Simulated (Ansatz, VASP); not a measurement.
**Two plane-wave programs on TePb**

File INCAR:

```
PREC = Accurate ; ENCUT = 520
EDIFF = 1E-7 ; ISMEAR = 0
SIGMA = 0.1 ; LREAL = False
LASPH = True ; NELM = 80
ALGO = Normal ; ISIF = 2
LWAVE = False ; LCHARG = True
GGA = PE ; IVDW = 12
LELF = True ; LVHAR = True
NBANDS = 17
```

The input KPOINTS:

```
Automatic mesh
0
Gamma
  10 10 10
```

File POSCAR:

```
TePb
1.0
    3.7629217007      0.0000000000      0.0000000000
    0.0000000000      3.7629217007      0.0000000000
    0.0000000000      0.0000000000      3.7629217007
Te Pb
1 1
Direct
    0.5000000000      0.5000000000      0.5000000000
    0.0000000000      0.0000000000      0.0000000000
```

Input for Ansatz:

```yaml
crystal:
  lattice:
    - [3.7629217007, 0.0, 0.0]
    - [0.0, 3.7629217007, 0.0]
    - [0.0, 0.0, 3.7629217007]
  atoms:
    - { symbol: Te, position: [0.5, 0.5, 0.5] }
    - { symbol: Pb, position: [0.0, 0.0, 0.0] }
basis:
  ecutwfc: 420
kpoints:
  mp_grid: { grid: [10, 10, 10] }
hamiltonian:
  xc: pbe
  dispersion: d3bj
scf:
  occupations: { method: gaussian, width: 0.1 }
output:
  forces: true
  stress: true
  eigenvalues: true
```

Alike in both runs: task single point; functional PBE; dispersion D3(BJ); k mesh 10 × 10 × 10; occupations gaussian, width 0.1 eV; no spin polarisation.

|  | VASP | Ansatz |
| --- | --- | --- |
| version | VASP 6.6.1 | Ansatz 0.2.0 |
| potentials or method | VASP PAW PBE potentials, release 64 (Te, Pb_d), cutoff 520 eV | scalar-relativistic, plane waves, PAW |
| valence electrons in the cell | 20 | 30 |

|  | VASP | Ansatz | Ansatz less VASP |
| --- | --- | --- | --- |
| gap on the k mesh at the Fermi level (eV) | none | none | - |
| pressure (GPa) | 7.7 | 7.7 | +0.05 |

A gap of «none» marks a metal or a gap that the smearing closes. VASP's potentials hold 20 valence electrons a cell and Ansatz's 30, so a difference there can come from the potentials and not from the codes.

Spin-orbit coupling is off throughout.
